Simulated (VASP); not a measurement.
# CuSi16 (a cell with a defect) in VASP: a series of runs, part 2 of 2

VASP 6.6.1. The steps go on from the part before.

**3. Single point, PBEsol**

INCAR

```
SYSTEM = CuSi16
ALGO = Normal ; EDIFF = 1E-6
ENCUT = 520 ; GGA = PS
ISIF = 2 ; ISMEAR = 0
LASPH = .True. ; LCHARG = .False.
LREAL = Auto ; LWAVE = .False.
NBANDS = 52 ; NELECT = 74.0
NELM = 60 ; PREC = Accurate
SIGMA = 0.02
```

KPOINTS

```
k-points
0
Gamma
  2 2 2
  0 0 0
```

POSCAR

```
CuSi16
1.0
    0.0000000000      5.4300000000      5.4300000000
    5.4300000000      0.0000000000      5.4300000000
    5.4300000000      5.4300000000      0.0000000000
Si Cu
16 1
Direct
    0.0111418048      0.0114605893      0.0202005525
    0.1391831492      0.1393424494      0.1366161142
   -0.0014884899     -0.0012030387      0.5111697053
    0.1168932781      0.1170234807      0.6482422652
   -0.0027218232      0.5116345304     -0.0027785451
    0.1204590239      0.6427763352      0.1158619705
   -0.0139823204      0.5022071823      0.5060620626
    0.1167258748      0.6262660221      0.6232479742
    0.5114715470     -0.0024787293     -0.0028050645
    0.6424913444      0.1207093923      0.1159604052
    0.5019674954     -0.0138829650      0.5061417127
    0.6260140884      0.1169374770      0.6232256906
    0.5051704420      0.5054951197     -0.0170695212
    0.6248053407      0.6250180479      0.1161278085
    0.4893591160      0.4896027624      0.4901460405
    0.6153919890      0.6154492634      0.6097492634
    0.2887331492      0.2889819521      0.2917937385
```

Potentials or basis: VASP PAW PBE potentials, release 64 (Si, Cu).

Launch:

```console
> cat potpaw_PBE.64/Si/POTCAR potpaw_PBE.64/Cu/POTCAR > POTCAR
> mpirun -np 1 vasp_std > vasp.out
```

OUTCAR:

```text
SYSTEM = CuSi16
   EDIFF = 1E-6
   ENCUT = 520
   GGA = PS
   ISIF = 2
   ISMEAR = 0
   LASPH = .True.
   LREAL = Auto
   NELECT = 74.0
   NELM = 60
   PREC = Accurate

 ion  position               nearest neighbor table
   1  0.011  0.011  0.020-  10 2.33   6 2.33   2 2.34   4 2.34
   2  0.139  0.139  0.137-   1 2.34   9 2.34   5 2.34   3 2.36  17 2.85
   3  0.999  0.999  0.511-  12 2.34   8 2.34   4 2.34   2 2.36
   4  0.117  0.117  0.648-  17 2.34   3 2.34   1 2.34  11 2.42   7 2.42
   5  0.997  0.512  0.997-  14 2.34   6 2.34   2 2.34   8 2.35
   6  0.120  0.643  0.116-   1 2.33  17 2.33   5 2.34  13 2.41   7 2.45
   7  0.986  0.502  0.506-   8 2.33  16 2.33   4 2.42  17 2.42   6 2.45
   8  0.117  0.626  0.623-   7 2.33   3 2.34  15 2.34   5 2.35
   9  0.511  0.998  0.997-  14 2.34  10 2.34   2 2.34  12 2.35
  10  0.642  0.121  0.116-   1 2.33  17 2.33   9 2.34  13 2.41  11 2.45
  11  0.502  0.986  0.506-  12 2.33  16 2.33   4 2.42  17 2.42  10 2.45
  12  0.626  0.117  0.623-  11 2.33   3 2.34  15 2.34   9 2.35
  13  0.505  0.505  0.983-  14 2.34  16 2.35   6 2.41  10 2.41  17 2.46
  14  0.625  0.625  0.116-  13 2.34   5 2.34   9 2.34  15 2.35
  15  0.489  0.490  0.490-  16 2.33   8 2.34  12 2.34  14 2.35
  16  0.615  0.615  0.610-  15 2.33   7 2.33  11 2.33  13 2.35
  17  0.289  0.289  0.292-  10 2.33   6 2.33   4 2.34   7 2.42  11 2.42  13 2.46   2 2.85

  LATTYP: Found a face centered cubic cell.
 ALAT       =    10.8600000000

  Lattice vectors:

 A1 = (   0.0000000000,   5.4300000000,   5.4300000000)
 A2 = (   5.4300000000,   0.0000000000,   5.4300000000)
 A3 = (   5.4300000000,   5.4300000000,   0.0000000000)

Analysis of symmetry for initial positions (statically):
=====================================================================
 Subroutine PRICEL returns:
 Original cell was already a primitive cell.

 Routine SETGRP: Setting up the symmetry group for a
 face centered cubic supercell.

 Subroutine GETGRP returns: Found  1 space group operations
[... 155 lines left out ...]
   GGA     = PS    functional components
   LHFCALC =     F    Hartree Fock is set to
   AEXX    =    0.0000 exact exchange contribution
   IVDW    =     0    specifies the selected vdW correction
   LEPSILON=     F    determine dielectric tensor
   LRPA    =     F    only Hartree local field effects (RPA)
 non-spin polarized calculation
 Gauss-broadening in eV      SIGMA  =   0.02
  energy-cutoff  :      520.00
  volume of cell :      320.21
 maximum number of plane-waves:      8646
 NGX is ok and might be reduce to    60
   NGX = 29   NGY = 29   NGZ = 29

 number of electron      74.0000002 magnetization

 Free energy of the ion-electron system (eV)
  ---------------------------------------------------
  ext. energy  EPLUGINS =         0.00000000
  ---------------------------------------------------
  free energy    TOTEN  =      -100.08079285 eV

  energy without entropy =     -100.08078861  energy(sigma->0) =     -100.08079073

 E-fermi :   6.3718     XC(G=0):  -9.7589

 val. band max:        6.3208475265   @ k =   0.0000   0.0000   0.0000
 cond. band min:       6.4228277343   @ k =   0.0000   0.0000   0.0000
 fundamental gap:      0.1019802078
 Fermi energy:         6.3718376297

 k-point     1 :       0.0000    0.0000    0.0000
  band No.  band energies     occupation
      1      -5.9702      2.00000
      2      -3.5942      2.00000
      3      -3.5641      2.00000
      4      -3.5476      2.00000
      5      -3.5151      2.00000
      6      -2.0409      2.00000
[... 405 lines left out ...]
     48      10.3167      0.00000
     49      10.3334      0.00000
 [bands above 49 left out]

------------------------ aborting loop because EDIFF is reached ----------------------------------------

  FORCE on cell =-STRESS in cart. coord.  units (eV):
  Direction    XX          YY          ZZ          XY          YZ          ZX
  --------------------------------------------------------------------------------------
  -------------------------------------------------------------------------------------
  Total       -5.1558681     -5.1748481     -5.8029948     -0.5690349      0.3304247      0.3108153
  in kB      -25.7978132    -25.8927815    -29.0357655     -2.8472133      1.6533074      1.5551902
  external PRESSURE =     -26.9087867 kB  Pullay stress =       0.0000000 kB

 VOLUME and BASIS-vectors are now :
 -----------------------------------------------------------------------------
  energy-cutoff  :      520.00
  volume of cell :      320.21
      direct lattice vectors                 reciprocal lattice vectors
     0.000000000  5.430000000  5.430000000    -0.092081031  0.092081031  0.092081031
     5.430000000  0.000000000  5.430000000     0.092081031 -0.092081031  0.092081031
     5.430000000  5.430000000  0.000000000     0.092081031  0.092081031 -0.092081031

 POSITION                                       TOTAL-FORCE (eV/Angst)
 -----------------------------------------------------------------------------------
      0.17192      0.17019      0.12273         0.001354      0.000546      0.000206
      1.49846      1.49759      1.51239         0.008053      0.008417     -0.005878
      8.19912      8.19757     10.84538         0.012022      0.011883     -0.000359
      4.15539      4.15469      1.27017         0.005208      0.005729     -0.016504
      8.19309     10.83013      8.19340        -0.004796     -0.008392      0.003135
      4.11941      1.28322      4.14437         0.006708      0.005051      0.016164
[... 9 lines left out ...]
      6.65283      6.65252      6.68347         0.006904      0.007659      0.022050
      3.15361      3.15226      3.13699        -0.038603     -0.038889     -0.043054
 -----------------------------------------------------------------------------------
    total drift:                               -0.000834     -0.000022     -0.011353

  FREE ENERGIE OF THE ION-ELECTRON SYSTEM (eV)
  ---------------------------------------------------
  free  energy   TOTEN  =      -100.0807928498 eV

  energy  without entropy=     -100.0807886085  energy(sigma->0) =     -100.08079073
```

OSZICAR:

```text
N       E                     dE             d eps       ncg     rms          rms(c)
DAV:   1     0.322391605335E+03    0.32239E+03   -0.27603E+04   832   0.123E+03
DAV:   2    -0.613364408311E+02   -0.38373E+03   -0.35959E+03   848   0.242E+02
DAV:   3    -0.102533853994E+03   -0.41197E+02   -0.38993E+02  1136   0.792E+01
DAV:   4    -0.104427045215E+03   -0.18932E+01   -0.18619E+01  1136   0.168E+01
[... 10 lines left out ...]
DAV:  15    -0.100080814356E+03    0.40924E-03   -0.16979E-03  1320   0.843E-01    0.707E-02
DAV:  16    -0.100080810630E+03    0.37258E-05   -0.34678E-04  1304   0.924E-02    0.331E-02
DAV:  17    -0.100080796897E+03    0.13733E-04   -0.26266E-05  1408   0.111E-01    0.174E-02
DAV:  18    -0.100080793129E+03    0.37680E-05   -0.15803E-05  1336   0.796E-02    0.755E-03
DAV:  19    -0.100080792850E+03    0.27956E-06   -0.39611E-06   992   0.209E-02
   1 F= -.10008079E+03 E0= -.10008079E+03  d E =-.424122E-05
```

It took 3.2 min on 1 thread of Intel Xeon 6975P-C (Granite Rapids), shared host; peak memory 0.49 GiB.

What came out:

```yaml
Free_energy: -100.0808 eV
Largest_force: 0.070 eV/Å
```

Forces in eV/Å, atoms in the order of the input:
```
Si   0.001  0.001  0.000
Si   0.008  0.008 -0.006
Si   0.012  0.012  0.000
Si   0.005  0.006 -0.017
Si  -0.005 -0.008  0.003
Si   0.007  0.005  0.016
Si  -0.002  0.008 -0.005
Si  -0.002 -0.004  0.010
Si  -0.008 -0.004  0.003
Si   0.004  0.007  0.016
Si   0.008 -0.002 -0.005
Si  -0.005 -0.002  0.010
Si  -0.002 -0.003 -0.006
Si   0.003  0.002 -0.006
Si   0.008  0.006  0.008
Si   0.007  0.008  0.022
Cu  -0.039 -0.039 -0.043
```

Caveat: the k points lie up to 0.50 Å⁻¹ apart; the cell carries a net charge on a neutralising background, which shifts energy and pressure; the cell is charged against a uniform background, so pressure and absolute levels hang on convention; the PAW data sets were made with another functional, which shifts forces and pressure a little.

**4. Single point, PBEsol**

INCAR

```
SYSTEM = CuSi16
  ALGO = Normal
  EDIFF = 1E-6
  ENCUT = 520
  GGA = PS
  ISIF = 2
  ISMEAR = 0
  LASPH = .True.
  LCHARG = .False.
  LREAL = Auto
  LWAVE = .False.
  NBANDS = 52
  NELECT = 74.0
  NELM = 60
  PREC = Accurate
  SIGMA = 0.02
```

KPOINTS is that of step 3.

POSCAR

```
CuSi16
1.0
    0.0000000000      5.4300000000      5.4300000000
    5.4300000000      0.0000000000      5.4300000000
    5.4300000000      5.4300000000      0.0000000000
Si Cu
16 1
Direct
   -0.0127267956     -0.0137277164      0.0392643646
    0.1304620626      0.1317025783      0.1195092081
    0.0005009208      0.0012412523      0.5077053407
    0.1107488029      0.1114480663      0.6670423573
    0.0025730203      0.5068814917     -0.0162091160
    0.1315380295      0.6174225599      0.1194814917
    0.0008573665      0.4907947514      0.5074654696
    0.1334139042      0.6288599448      0.6092995396
    0.5059471455      0.0041222836     -0.0159913444
    0.6184127993      0.1316566298      0.1194951197
    0.4905653775      0.0012132597      0.5077233886
    0.6280331492      0.1343953959      0.6095394107
    0.5067472376      0.5068488950     -0.0162266114
    0.6295963168      0.6310766114      0.1096795580
    0.5053627072      0.5062929098      0.4829192449
    0.6284040516      0.6288368324      0.6092815838
    0.2350151013      0.2330383057      0.2970826888
```

Potentials or basis: VASP PAW PBE potentials, release 64 (Si, Cu).

Launch:

```console
> cat potpaw_PBE.64/Si/POTCAR potpaw_PBE.64/Cu/POTCAR > POTCAR
> mpirun -np 1 vasp_std > vasp.out
```

OUTCAR:

```text
SYSTEM = CuSi16
   EDIFF = 1E-6
   ENCUT = 520
   GGA = PS
   ISIF = 2
   ISMEAR = 0
   LASPH = .True.
   LREAL = Auto
   NELECT = 74.0
   NELM = 60
   PREC = Accurate

 ion  position               nearest neighbor table
   1  0.987  0.986  0.039-   6 2.33  10 2.33   2 2.33   4 2.33
   2  0.130  0.132  0.120-   1 2.33   5 2.35   9 2.36  17 2.43   3 2.43
   3  0.001  0.001  0.508-   8 2.34  12 2.34   4 2.39   2 2.43  17 2.54
   4  0.111  0.111  0.667-  17 2.32   1 2.33   7 2.39   3 2.39  11 2.39
   5  0.003  0.507  0.984-  14 2.34   8 2.35   2 2.35   6 2.35
   6  0.132  0.617  0.119-   1 2.33   5 2.35  13 2.35  17 2.43   7 2.43
   7  0.001  0.491  0.507-  16 2.34   8 2.34   4 2.39   6 2.43  17 2.55
   8  0.133  0.629  0.609-  15 2.33   3 2.34   7 2.34   5 2.35
   9  0.506  0.004  0.984-  14 2.34  12 2.35  10 2.36   2 2.36  17 2.96
  10  0.618  0.132  0.119-   1 2.33  13 2.35   9 2.36  17 2.43  11 2.43
  11  0.491  0.001  0.508-  16 2.34  12 2.34   4 2.39  10 2.43  17 2.54
  12  0.628  0.134  0.610-  15 2.33  11 2.34   3 2.34   9 2.35
  13  0.507  0.507  0.984-  14 2.34  16 2.35  10 2.35   6 2.35
  14  0.630  0.631  0.110-   5 2.34  13 2.34   9 2.34  15 2.34
  15  0.505  0.506  0.483-  12 2.33  16 2.33   8 2.33  14 2.34
  16  0.628  0.629  0.609-  15 2.33  11 2.34   7 2.34  13 2.35
[... 209 lines left out ...]
      2      -3.6151      2.00000
      3      -3.5470      2.00000
      4      -3.5281      2.00000
      5      -3.5269      2.00000
      6      -2.1097      2.00000
[... 405 lines left out ...]
     48      10.3686      0.00000
     49      10.3728      0.00000
 [bands above 49 left out]

------------------------ aborting loop because EDIFF is reached ----------------------------------------

  FORCE on cell =-STRESS in cart. coord.  units (eV):
  Direction    XX          YY          ZZ          XY          YZ          ZX
  --------------------------------------------------------------------------------------
  -------------------------------------------------------------------------------------
  Total       -5.8925619     -5.8426571     -5.8446741      0.3382234     -0.3225422     -0.3404378
  in kB      -29.4839216    -29.2342191    -29.2443112      1.6923289     -1.6138668     -1.7034090
  external PRESSURE =     -29.3208173 kB  Pullay stress =       0.0000000 kB

 VOLUME and BASIS-vectors are now :
 -----------------------------------------------------------------------------
  energy-cutoff  :      520.00
  volume of cell :      320.21
      direct lattice vectors                 reciprocal lattice vectors
     0.000000000  5.430000000  5.430000000    -0.092081031  0.092081031  0.092081031
     5.430000000  0.000000000  5.430000000     0.092081031 -0.092081031  0.092081031
     5.430000000  5.430000000  0.000000000     0.092081031  0.092081031 -0.092081031

 POSITION                                       TOTAL-FORCE (eV/Angst)
 -----------------------------------------------------------------------------------
      5.56866      5.57410     10.71635         0.010568      0.004404     -0.004563
      1.36408      1.35734      1.42355        -0.014867     -0.006177     -0.004068
      2.76358      2.75956      0.00946         0.017024      0.007689     -0.005129
      4.22720      4.22341      1.20653        -0.009758      0.003153     -0.002647
      8.09435      5.35596      2.76634         0.001239      0.008395     -0.001229
      4.00139      1.36304      4.06686         0.005699     -0.007844      0.007888
[... 9 lines left out ...]
      6.72298      6.72063      6.82682        -0.006066     -0.005147      0.008340
      2.87856      2.88929      2.54153        -0.010152     -0.015096      0.014852
 -----------------------------------------------------------------------------------
    total drift:                               -0.000296      0.003331     -0.003611

  FREE ENERGIE OF THE ION-ELECTRON SYSTEM (eV)
  ---------------------------------------------------
  free  energy   TOTEN  =      -100.0801047122 eV

  energy  without entropy=     -100.0801047122  energy(sigma->0) =     -100.08010471
```

OSZICAR:

```text
N       E                     dE             d eps       ncg     rms          rms(c)
DAV:   1     0.319440650503E+03    0.31944E+03   -0.27605E+04   832   0.123E+03
[... 11 lines left out ...]
DAV:  13    -0.100082730787E+03   -0.30430E-02   -0.21452E-02  1344   0.196E+00    0.374E-01
DAV:  14    -0.100080499608E+03    0.22312E-02   -0.52440E-03  1312   0.171E+00    0.173E-01
DAV:  15    -0.100080176783E+03    0.32282E-03   -0.14232E-03  1312   0.619E-01    0.764E-02
DAV:  16    -0.100080132142E+03    0.44641E-04   -0.26454E-04  1344   0.196E-01    0.390E-02
DAV:  17    -0.100080114461E+03    0.17681E-04   -0.20075E-05  1320   0.103E-01    0.240E-02
DAV:  18    -0.100080103618E+03    0.10843E-04   -0.50303E-05  1224   0.194E-01    0.463E-03
DAV:  19    -0.100080104733E+03   -0.11148E-05   -0.17444E-05  1208   0.263E-02    0.409E-03
DAV:  20    -0.100080104712E+03    0.20456E-07   -0.20798E-07   584   0.387E-03
   1 F= -.10008010E+03 E0= -.10008010E+03  d E =-.370591E-12
```

Wall time 2.7 min (1 thread of Intel Xeon 6975P-C (Granite Rapids), shared host); peak memory 0.49 GiB.

What came out:

| Item | Value |
| --- | --- |
| Free energy | -100.0801 eV |
| Largest force | 0.023 eV/Å |

Forces in eV/Å, atoms in the order of the input:
```
Si   0.011  0.004 -0.005
Si  -0.015 -0.006 -0.004
Si   0.017  0.008 -0.005
Si  -0.010  0.003 -0.003
Si   0.001  0.008 -0.001
Si   0.006 -0.008  0.008
Si   0.003  0.009 -0.008
Si  -0.006 -0.009  0.005
Si   0.013  0.004 -0.003
Si  -0.015  0.004  0.006
Si   0.017  0.005 -0.007
Si  -0.013 -0.008  0.008
Si   0.001  0.002 -0.009
Si  -0.004 -0.005  0.005
Si   0.010  0.010 -0.009
Si  -0.006 -0.005  0.008
Cu  -0.010 -0.015  0.015
```

Caveat: the k points lie up to 0.50 Å⁻¹ apart; the cell carries a net charge on a neutralising background, which shifts energy and pressure; the cell is charged against a uniform background, so pressure and absolute levels hang on convention; the PAW data sets were made with another functional, which shifts forces and pressure a little.
